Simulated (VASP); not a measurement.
# Mg3Sb2 (P-3m1) in VASP: notebook

The runs below take Mg3Sb2 through single point, with PBE.

All numbers are computed with VASP 6.6.1; they aren't measurements. Logs are shortened: lines on timing, memory, paths and dates and some standing lists are left out, and cuts for length are marked.

## 1. The cell of the first run

Symmetry: P-3m1, No. 164, trigonal system. Conventional cell: a = 4.594 Å, b = 4.594 Å, c = 7.129 Å, α = 90.00°, β = 90.00°, γ = 120.00°. Within 3.8 Å of Mg (site symmetry 3m) lie 4 Sb at 2.84 to 2.92 Å and 6 Mg at 3.27 to 3.72 Å. Within 4.1 Å of Mg (site symmetry -3m) lie 6 Sb at 3.10 Å and 6 Mg at 3.72 Å. Sb (site symmetry 3m) has 7 Mg at 2.84 to 3.10 Å within 3.7 Å.

## 2. Single point, PBE (strain along c alone, the other axes held: -2.0 %, then relaxed in part)

File INCAR:

```
  PREC = Accurate
  ENCUT = 600
  EDIFF = 1E-6
  ISMEAR = 0
  SIGMA = 0.01
  LREAL = F
  LASPH = T
  NELM = 120
  ALGO = Normal
  ISIF = 2
  LWAVE = F
  LCHARG = F
  GGA = PE
  NBANDS = 16
  GGA_COMPAT = F
```

File KPOINTS:

```
regular mesh
0
Gamma
  12 12 6
```

File POSCAR:

```
Mg3Sb2
1.0
    4.5938670597      0.0000000000      0.0000000000
   -2.2969335298      3.9784055753      0.0000000000
    0.0000000000      0.0000000000      7.1287899189
Mg Sb
3 2
Direct
    0.3333333333      0.6666666667      0.6336252774
    0.6666666667      0.3333333333      0.3663747226
    0.0000000000      0.0000000000      0.0000000000
    0.3333333333      0.6666666667      0.2240979605
    0.6666666667      0.3333333333      0.7759020395
```

Potentials or basis: VASP PAW PBE potentials, release 64 (Mg, Sb).

The run is started by

```bash
> cat potpaw_PBE.64/Mg/POTCAR potpaw_PBE.64/Sb/POTCAR > POTCAR
> mpirun -np 1 vasp_std > vasp.out
```

OUTCAR:

```text
PREC = Accurate
   ENCUT = 600
   EDIFF = 1E-6
   ISMEAR = 0
   LREAL = F
   LASPH = T
   NELM = 120
   ISIF = 2
   GGA = PE

 ion  position               nearest neighbor table
   1  0.333  0.667  0.634-   5 2.84   5 2.84   5 2.84   4 2.92   2 3.27   2 3.27   2 3.27
   2  0.667  0.333  0.366-   4 2.84   4 2.84   4 2.84   5 2.92   1 3.27   1 3.27   1 3.27
   3  0.000  0.000  0.000-   4 3.10   5 3.10   4 3.10   5 3.10   5 3.10   4 3.10
   4  0.333  0.667  0.224-   2 2.84   2 2.84   2 2.84   1 2.92   3 3.10   3 3.10   3 3.10
   5  0.667  0.333  0.776-   1 2.84   1 2.84   1 2.84   2 2.92   3 3.10   3 3.10   3 3.10

  LATTYP: Found a hexagonal cell.
 ALAT       =     4.5938670597
 C/A-ratio  =     1.5518058808

  Lattice vectors:

 A1 = (   4.5938670597,   0.0000000000,   0.0000000000)
 A2 = (  -2.2969335298,   3.9784055753,   0.0000000000)
 A3 = (   0.0000000000,   0.0000000000,   7.1287899189)

Analysis of symmetry for initial positions (statically):
=====================================================================
 Subroutine PRICEL returns:
 Original cell was already a primitive cell.

 Routine SETGRP: Setting up the symmetry group for a
 hexagonal supercell.

 Subroutine GETGRP returns: Found 12 space group operations
 (whereof 12 operations were pure point group operations)
 out of a pool of 24 trial point group operations.

The static configuration has the point symmetry D_3d.

Analysis of symmetry for dynamics (positions and initial velocities):
=====================================================================
 Subroutine PRICEL returns:
 Original cell was already a primitive cell.

 Routine SETGRP: Setting up the symmetry group for a
 hexagonal supercell.

 Subroutine GETGRP returns: Found 12 space group operations
 (whereof 12 operations were pure point group operations)
 out of a pool of 24 trial point group operations.

The dynamic configuration has the point symmetry D_3d.

 Subroutine INISYM returns: Found 12 space group operations
 (whereof 12 operations are pure point group operations),
 and found     1 'primitive' translations

----------------------------------------------------------------------------------------

                                     Primitive cell

  volume of cell :     130.2877

  direct lattice vectors                    reciprocal lattice vectors
[... 88 lines left out ...]
   LNONCOLLINEAR =      F non collinear calculations
   LSORBIT =      F    spin-orbit coupling
   LASPH  =      T    aspherical Exc in radial PAW
   ENCUT  =  600.0 eV  44.10 Ry    6.64 a.u.   9.18  9.18 14.24*2*pi/ulx,y,z
   NELM   =    120;   NELMIN=  2; NELMDL= -5     # of ELM steps
   EDIFF  = 0.1E-05   stopping-criterion for ELM
   LREAL  =      F    real-space projection
[... 7 lines left out ...]
   TEBEG  =    0.0;   TEEND  =   0.0 temperature during run
   PSTRESS=    0.0 pullay stress
   NELECT =      16.0000    total number of electrons
   NUPDOWN=      -1.0000    fix difference up-down
   EMIN   =  10.00;   EMAX   =-10.00  energy-range for DOS
   EFERMI =   0.00;   METHOD = LEGACY
   ISMEAR =     0;   SIGMA  =   0.01  broadening in eV -4-tet -1-fermi 0-gaus
   EFERMI_NEDOS =   21; number of points for ismear=-14 and -15
   IALGO  =     38    algorithm
   IMIX   =      4    mixing-type and parameters
     AMIX     =   0.40;   BMIX     =  1.00
     AMIX_MAG =   1.60;   BMIX_MAG =  1.00
  volume/ion in A,a.u.               =      26.06       175.84
  Fermi-wavevector in a.u.,A,eV,Ry     =   0.813730  1.537727  9.009189  0.662157
  Thomas-Fermi vector in A             =   1.923508
   LORBIT       =      0    0 simple, 1 ext, 2 COOP (PROOUT), +10 PAW based schemes
   GGA     = PE    functional components
   LHFCALC =     F    Hartree Fock is set to
   AEXX    =    0.0000 exact exchange contribution
   IVDW    =     0    specifies the selected vdW correction
   LEPSILON=     F    determine dielectric tensor
   LRPA    =     F    only Hartree local field effects (RPA)
 non-spin polarized calculation
 Gauss-broadening in eV      SIGMA  =   0.01
  energy-cutoff  :      600.00
  volume of cell :      130.29
 maximum number of plane-waves:      4376
 NGX is ok and might be reduce to    40
   NGX = 19   NGY = 19   NGZ = 29

 number of electron      16.0000000 magnetization

 Free energy of the ion-electron system (eV)
  ---------------------------------------------------
  ext. energy  EPLUGINS =         0.00000000
  ---------------------------------------------------
  free energy    TOTEN  =       -14.63441378 eV

  energy without entropy =      -14.63438882  energy(sigma->0) =      -14.63440130

 E-fermi :   4.6187     XC(G=0):  -8.8131

 val. band max:        4.5581566964   @ k =   0.0833   0.0000   0.0000
 cond. band min:       4.6255977545   @ k =   0.0000   0.4167   0.3333
 fundamental gap:      0.0674410581
 Fermi energy:         4.6186763992

 k-point     1 :       0.0000    0.0000    0.0000
  band No.  band energies     occupation
      1      -5.8194      2.00000
      2      -4.4961      2.00000
      3      -0.3875      2.00000
      4       3.3418      2.00000
      5       3.3418      2.00000
      6       4.0849      2.00000
[... 433 lines left out ...]
      3       0.0574      2.00000
      4       2.0519      2.00000
      5       2.6522      2.00000
      6       2.9646      2.00000
[... 8 lines left out ...]
     15       8.5622      0.00000
     16       9.3058      0.00000

 [... further k-points ...]

------------------------ aborting loop because EDIFF is reached ----------------------------------------

  FORCE on cell =-STRESS in cart. coord.  units (eV):
  Direction    XX          YY          ZZ          XY          YZ          ZX
  --------------------------------------------------------------------------------------
  -------------------------------------------------------------------------------------
  Total        0.4380255      0.4380255      1.3525084      0.0000000      0.0000000      0.0000000
  in kB        5.3865008      5.3865008     16.6321064      0.0000000      0.0000000      0.0000000
  external PRESSURE =       9.1350360 kB  Pullay stress =       0.0000000 kB

 VOLUME and BASIS-vectors are now :
 -----------------------------------------------------------------------------
  energy-cutoff  :      600.00
  volume of cell :      130.29
      direct lattice vectors                 reciprocal lattice vectors
     4.593867060  0.000000000  0.000000000     0.217681528  0.125678489  0.000000000
    -2.296933530  3.978405575  0.000000000     0.000000000  0.251356977  0.000000000
     0.000000000  0.000000000  7.128789919     0.000000000  0.000000000  0.140276262

 POSITION                                       TOTAL-FORCE (eV/Angst)
 -----------------------------------------------------------------------------------
     -0.00000      2.65227      4.51698         0.000000     -0.000000      0.001518
      2.29693      1.32614      2.61181         0.000000      0.000000     -0.001518
      0.00000      0.00000      0.00000         0.000000      0.000000      0.000000
     -0.00000      2.65227      1.59755        -0.000000      0.000000     -0.013836
      2.29693      1.32614      5.53124         0.000000     -0.000000      0.013836
 -----------------------------------------------------------------------------------
    total drift:                               -0.000000     -0.000000     -0.000000

  FREE ENERGIE OF THE ION-ELECTRON SYSTEM (eV)
  ---------------------------------------------------
  free  energy   TOTEN  =       -14.6344137811 eV

  energy  without entropy=      -14.6343888240  energy(sigma->0) =      -14.63440130
```

OSZICAR:

```text
N       E                     dE             d eps       ncg     rms          rms(c)
DAV:   1     0.476256840150E+02    0.47626E+02   -0.55183E+03  3200   0.849E+02
DAV:   2    -0.116473178867E+02   -0.59273E+02   -0.53439E+02  4112   0.118E+02
DAV:   3    -0.151697218951E+02   -0.35224E+01   -0.34749E+01  4432   0.300E+01
DAV:   4    -0.152135905801E+02   -0.43869E-01   -0.43864E-01  3672   0.386E+00
DAV:   5    -0.152143454247E+02   -0.75484E-03   -0.75484E-03  4568   0.571E-01    0.440E+00
DAV:   6    -0.147342986222E+02    0.48005E+00   -0.49983E-01  3832   0.285E+00    0.263E+00
DAV:   7    -0.146351989394E+02    0.99100E-01   -0.37726E-01  4240   0.252E+00    0.105E+00
DAV:   8    -0.146344188527E+02    0.78009E-03   -0.21536E-02  3544   0.753E-01    0.614E-02
DAV:   9    -0.146343412878E+02    0.77565E-04   -0.58012E-04  4136   0.157E-01    0.558E-02
DAV:  10    -0.146343922226E+02   -0.50935E-04   -0.76287E-05  4032   0.475E-02    0.177E-02
DAV:  11    -0.146344134761E+02   -0.21253E-04   -0.32427E-05  3568   0.271E-02    0.846E-03
DAV:  12    -0.146344137811E+02   -0.30495E-06   -0.49262E-06  4232   0.100E-02
   1 F= -.14634414E+02 E0= -.14634401E+02  d E =-.249571E-04
```

Run time: 2.4 min. Hardware: 1 thread of Intel Xeon 6975P-C (Granite Rapids), shared host; peak memory 0.45 GiB.

What came out:

```yaml
Free_energy: -14.6344 eV
Pressure: 0.9 GPa
Largest_force: 0.014 eV/Å
Band_gap_on_the_k_mesh: zero (bands 8 and 9 overlap by 0.01 eV)
```

Forces in eV/Å, atoms in the order of the input:
```
Mg   0.000  0.000  0.002
Mg   0.000  0.000 -0.002
Mg   0.000  0.000  0.000
Sb   0.000  0.000 -0.014
Sb   0.000  0.000  0.014
```

Caveat: the cell differs from its parent crystal (strain along c alone, the other axes held: -2.0 %, then relaxed in part); spin-orbit coupling is left out, which moves the levels of the heavy elements.

## 3. Single point, PBE

This run uses another cell than the first one, of 26.59 Å³/atom.

File INCAR:

```
SYSTEM = Mg3Sb2
ALGO = Normal ; EDIFF = 1E-6
ENCUT = 600 ; GGA = PE
GGA_COMPAT = .FALSE. ; ISIF = 2
ISMEAR = 0 ; LASPH = .TRUE.
LCHARG = .TRUE. ; LELF = .TRUE.
LREAL = .FALSE. ; LVHAR = .TRUE.
LWAVE = .FALSE. ; NBANDS = 16
NELM = 120 ; PREC = Accurate
SIGMA = 0.01
```

File KPOINTS:

```
k-points
0
G
  12 12 6
  0 0 0
```

File POSCAR:

```
Mg3Sb2
1.0
    4.5938670597      0.0000000000      0.0000000000
   -2.2969335298      3.9784055753      0.0000000000
    0.0000000000      0.0000000000      7.2742754274
Mg Sb
3 2
Direct
    0.3333333333      0.6666666667      0.6319625079
    0.6666666667      0.3333333333      0.3680374921
    0.0000000000      0.0000000000      0.0000000000
    0.3333333333      0.6666666667      0.2256274200
    0.6666666667      0.3333333333      0.7743725800
```

Potentials or basis: VASP PAW PBE potentials, release 64 (Mg, Sb).

The run is started by

```bash
> cat potpaw_PBE.64/Mg/POTCAR potpaw_PBE.64/Sb/POTCAR > POTCAR
> mpirun -np 1 vasp_std > vasp.out
```

Wall time 2.2 min (1 thread of Intel Xeon 6975P-C (Granite Rapids), shared host); peak memory 0.47 GiB.

It converged, with:

```yaml
Free_energy: -14.6482 eV
Pressure: 0.1 GPa
Largest_force: 0.011 eV/Å
Band_gap_on_the_k_mesh: 0.08 eV (least direct gap 1.02 eV)
```

Forces in eV/Å, atoms in the order of the input:
```
Mg   0.000  0.000  0.000
Mg   0.000  0.000  0.000
Mg   0.000  0.000  0.000
Sb   0.000  0.000 -0.011
Sb   0.000  0.000  0.011
```

Levels at points of the mesh, in eV from the valence-band top:
| k point | band 5 | band 6 | band 7 | band 8 | band 9 | band 10 | band 11 | band 12 |
| --- | --- | --- | --- | --- | --- | --- | --- | --- |
| (0.00, 0.00, 0.00) | -1.08 | -0.38 | -0.38 | 0.00 | 1.02 | 1.19 | 3.04 | 3.04 |
| (0.50, 0.00, 0.00) | -3.21 | -2.26 | -2.18 | -0.87 | 0.37 | 1.93 | 2.15 | 2.79 |
| (0.00, 0.00, 0.50) | -0.77 | -0.77 | -0.71 | -0.71 | 1.75 | 1.80 | 2.69 | 2.69 |
| (0.50, 0.00, 0.50) | -1.83 | -1.67 | -1.61 | -1.51 | 0.43 | 1.31 | 1.71 | 2.20 |

Caveat: spin-orbit coupling is left out, which moves the levels of the heavy elements. A k mesh can miss the band edges.

## 4. Single point, PBE

This run uses another cell than the first one, of 26.59 Å³/atom.

File INCAR:

```
PREC = Accurate
ENCUT = 600
EDIFF = 1E-6
ISMEAR = 0
SIGMA = 0.01
LREAL = False
LASPH = True
NELM = 120
ALGO = Normal
ISIF = 2
LWAVE = False
LCHARG = True
GGA = PE
LELF = True
LVHAR = True
NBANDS = 16
GGA_COMPAT = False
```

File KPOINTS:

```
regular mesh
0
Gamma
  12 12 6
```

POSCAR is that of step 3.

The run is started by

```bash
> cat potpaw_PBE.64/Mg/POTCAR potpaw_PBE.64/Sb/POTCAR > POTCAR
> mpirun -np 1 vasp_std > vasp.out
```

Wall time 2.1 min (1 thread of Intel Xeon 6975P-C (Granite Rapids), shared host); peak memory 0.47 GiB.

It converged, with:

| Property | Result |
| --- | --- |
| Free energy | -14.6482 eV |
| Pressure | 0.1 GPa |
| Largest force | 0.011 eV/Å |
| Band gap on the k mesh | 0.08 eV (least direct gap 1.02 eV) |

Forces in eV/Å, atoms in the order of the input:
```
Mg   0.000  0.000  0.000
Mg   0.000  0.000  0.000
Mg   0.000  0.000  0.000
Sb   0.000  0.000 -0.011
Sb   0.000  0.000  0.011
```

Levels at points of the mesh, in eV from the valence-band top:
```
           k point  band 5  band 6  band 7  band 8  band 9  band 10  band 11  band 12
(0.00, 0.00, 0.00)   -1.08   -0.38   -0.38    0.00    1.02     1.19     3.04     3.04
(0.50, 0.00, 0.00)   -3.21   -2.26   -2.18   -0.87    0.37     1.93     2.15     2.79
(0.00, 0.00, 0.50)   -0.77   -0.77   -0.71   -0.71    1.75     1.80     2.69     2.69
(0.50, 0.00, 0.50)   -1.83   -1.67   -1.61   -1.51    0.43     1.31     1.71     2.20
```

Caveat: spin-orbit coupling is left out, which moves the levels of the heavy elements. A k mesh can miss the band edges.

## 5. Single point, PBE (strain along c alone, the other axes held: +2.0 %, then relaxed in part)

File INCAR:

```
SYSTEM = Mg3Sb2
ALGO     = Normal         ! electronic algorithm
EDIFF    = 1E-6           ! SCF threshold, eV
ENCUT    = 600            ! plane-wave cutoff, eV
GGA      = PE             ! functional
GGA_COMPAT= .False.      
ISIF     = 2              ! what is computed and relaxed
ISMEAR   = 0              ! smearing method
LASPH    = .True.         ! aspherical terms in the spheres
LCHARG   = .False.        ! write CHGCAR
LREAL    = .False.        ! projectors in reciprocal space
LWAVE    = .False.        ! write WAVECAR
NBANDS   = 16             ! bands
NELM     = 120            ! most SCF steps
PREC     = Accurate       ! precision mode
SIGMA    = 0.01           ! smearing width, eV
```

File KPOINTS:

```
k-points
0
Gamma
  12 12 6
  0 0 0
```

File POSCAR:

```
Mg3Sb2
1.0
    4.5938670597      0.0000000000      0.0000000000
   -2.2969335298      3.9784055753      0.0000000000
    0.0000000000      0.0000000000      7.4197609360
Mg Sb
3 2
Direct
    0.3333333333      0.6666666667      0.6310342064
    0.6666666667      0.3333333333      0.3689657936
    0.0000000000      0.0000000000      0.0000000000
    0.3333333333      0.6666666667      0.2273549629
    0.6666666667      0.3333333333      0.7726450371
```

Potentials or basis: VASP PAW PBE potentials, release 64 (Mg, Sb).

The run is started by

```bash
> cat potpaw_PBE.64/Mg/POTCAR potpaw_PBE.64/Sb/POTCAR > POTCAR
> mpirun -np 1 vasp_std > vasp.out
```

OUTCAR:

```text
SYSTEM = Mg3Sb2
   EDIFF = 1E-6
   ENCUT = 600
   GGA = PE
   ISIF = 2
   ISMEAR = 0
   LASPH = .True.
   LREAL = .False.
   NELM = 120
   PREC = Accurate

 ion  position               nearest neighbor table
   1  0.333  0.667  0.631-   5 2.85   5 2.85   5 2.85   4 3.00   2 3.29   2 3.29   2 3.29
   2  0.667  0.333  0.369-   4 2.85   4 2.85   4 2.85   5 3.00   1 3.29   1 3.29   1 3.29
   3  0.000  0.000  0.000-   4 3.14   5 3.14   4 3.14   5 3.14   5 3.14   4 3.14
[... 664 lines left out ...]
  -------------------------------------------------------------------------------------
  Total       -0.2634656     -0.2634656     -1.2070926     -0.0000000      0.0000000      0.0000000
  in kB       -3.1128422     -3.1128422    -14.2617816     -0.0000000      0.0000000      0.0000000
  external PRESSURE =      -6.8291554 kB  Pullay stress =       0.0000000 kB

 VOLUME and BASIS-vectors are now :
 -----------------------------------------------------------------------------
  energy-cutoff  :      600.00
  volume of cell :      135.61
      direct lattice vectors                 reciprocal lattice vectors
     4.593867060  0.000000000  0.000000000     0.217681528  0.125678489  0.000000000
    -2.296933530  3.978405575  0.000000000     0.000000000  0.251356977  0.000000000
     0.000000000  0.000000000  7.419760936     0.000000000  0.000000000  0.134775232

 POSITION                                       TOTAL-FORCE (eV/Angst)
 -----------------------------------------------------------------------------------
     -0.00000      2.65227      4.68212        -0.000000      0.000000     -0.008228
      2.29693      1.32614      2.73764        -0.000000      0.000000      0.008228
      0.00000      0.00000      0.00000        -0.000000      0.000000      0.000000
     -0.00000      2.65227      1.68692         0.000000     -0.000000     -0.013887
      2.29693      1.32614      5.73284        -0.000000      0.000000      0.013887
 -----------------------------------------------------------------------------------
    total drift:                               -0.000000      0.000000     -0.000000

  FREE ENERGIE OF THE ION-ELECTRON SYSTEM (eV)
  ---------------------------------------------------
  free  energy   TOTEN  =       -14.6363769342 eV

  energy  without entropy=      -14.6363769342  energy(sigma->0) =      -14.63637693
```

Wall time 2.6 min (1 thread of Intel Xeon 6975P-C (Granite Rapids), shared host); peak memory 0.47 GiB.

Results:

| Property | Result |
| --- | --- |
| Free energy | -14.6364 eV |
| Pressure | -0.7 GPa |
| Largest force | 0.014 eV/Å |
| Band gap on the k mesh | 0.16 eV (least direct gap 1.02 eV) |

Forces on the atoms (eV/Å):
```
Mg   0.000  0.000 -0.008
Mg   0.000  0.000  0.008
Mg   0.000  0.000  0.000
Sb   0.000  0.000 -0.014
Sb   0.000  0.000  0.014
```

Stress tensor (GPa, compression positive):
```
-0.31  0.00  0.00
 0.00 -0.31  0.00
 0.00  0.00 -1.43
```

Levels at points of the mesh, in eV from the valence-band top:
```tsv
k point	band 6	band 7	band 8	band 9	band 10	band 11
(0.00, 0.00, 0.00)	-0.23	-0.23	0.00	1.02	1.39	3.22
(0.50, 0.00, 0.00)	-2.06	-2.04	-0.75	0.56	2.01	2.19
(0.00, 0.00, 0.50)	-0.60	-0.52	-0.52	1.92	1.93	2.90
(0.50, 0.00, 0.50)	-1.58	-1.44	-1.42	0.47	1.35	1.79
```

Caveat: the cell differs from its parent crystal (strain along c alone, the other axes held: +2.0 %, then relaxed in part); spin-orbit coupling is left out, which moves the levels of the heavy elements. A k mesh can miss the band edges.

(Part 1 of 2 ends here.)
